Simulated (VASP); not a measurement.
A run of VASP 6.6.1 is set up as follows.

The input INCAR:

```
SYSTEM = HC28
ALGO = Normal
EDIFF = 1E-6
ENCUT = 520
GGA = PE
GGA_COMPAT = .False.
ISIF = 2
ISMEAR = 0
LASPH = .True.
LCHARG = .False.
LREAL = .False.
LWAVE = .False.
NBANDS = 76
NELM = 120
PREC = Accurate
SIGMA = 0.1
```

Contents of KPOINTS:

```
k-points
0
Gamma
  4 4 4
  0 0 0
```

File POSCAR:

```
HC28
1.0
   -4.9330325621     -4.2721315165      0.0000000000
    1.2332581405     -6.4081972747      0.0000000000
   -1.2332581405     -3.5601095971      8.5756696909
C H
28 1
Direct
    0.7367925409      0.9492301928      0.7611993273
    0.8812646405      0.5232625449      0.7539975574
    0.4563299684      0.8153592421      0.7484919815
    0.6029195988      0.3762597940      0.7485143705
    0.1638661097      0.6687942378      0.7484005601
    0.3108176993      0.2379164964      0.7540324235
    0.0254891359      0.0936903817      0.7540227449
    0.4197718688      0.6321871202      0.7123071690
    0.5489043988      0.1888951498      0.7561516749
    0.1176531740      0.4774277573      0.7533627382
    0.2649758153      0.0479802379      0.7534283890
    0.8355441844      0.3300746829      0.7534194101
   -0.0235253025      0.9025245291      0.7560848579
    0.6900790208      0.7613577887      0.7561064306
    1.0213940784      0.0957072999      0.2484001923
    0.1642306214      0.6671254507      0.2484231642
    0.7357070834      0.9528686693      0.2484946455
    0.8785985414      0.5241501629      0.2485012922
    0.4498695805      0.8099728478      0.2484932462
    0.5928225118      0.3813872605      0.2484598961
    0.3071256865      0.2385615028      0.2484247968
    0.6880539478      0.7622737504      0.2486371417
    0.8309215267      0.3337644786      0.2484312102
    0.4023119828      0.6194730716      0.2484136023
    0.5452143375      0.1909377660      0.2484422881
    0.1166527720      0.4766189413      0.2484518500
    0.2594319039      0.0481528194      0.2483979767
    0.9738031357      0.9052261298      0.2484264293
    0.4638003046      0.6760397829      0.5806177453
```

Potentials or basis: VASP PAW PBE potentials, release 64 (C, H).

Command:

```sh
$ cat potpaw_PBE.64/C/POTCAR potpaw_PBE.64/H/POTCAR > POTCAR
$ mpirun -np 1 vasp_std > vasp.out
```

Q: Predict the pressure.

A: 1.4 GPa.

Q: What does it give for the largest force?

A: 0.028 eV/Å.

Q: What does it give for the band gap on the k mesh?

A: Zero (an odd number of electrons rules out a gap without spin polarisation).

Stress tensor (GPa, compression positive):
```
2.08 0.01 0.01
0.01 2.07 0.01
0.01 0.01 0.04
```
